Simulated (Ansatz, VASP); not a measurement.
**GaN in VASP and in Ansatz**

```
CELL_PARAMETERS angstrom
0.00000 2.25078 2.25078
2.25078 0.00000 2.25078
2.25078 2.25078 0.00000
ATOMIC_POSITIONS crystal
Ga 0.00000 0.00000 0.00000
N 0.75000 0.75000 0.75000
```

Alike in both runs: functional PBE; dispersion D4; k mesh 8 × 8 × 8; no spin polarisation.

Ansatz relaxed the structure, and its values are those at the end. VASP's run is a single point on that final structure, the one shown.

```csv
,VASP,Ansatz
version,VASP 6.6.1,Ansatz 0.2.0
potentials or method,"VASP PAW PBE potentials, release 64 (Ga_d, N), cutoff 520 eV","plane waves, PAW"
occupations,"methfessel-paxton of order 1, width 0.02 eV","cold, width 0.02 eV"
valence electrons in the cell,18,18
```

```csv
,VASP,Ansatz,Ansatz less VASP
pressure (GPa),0.1,0.0,-0.08
```
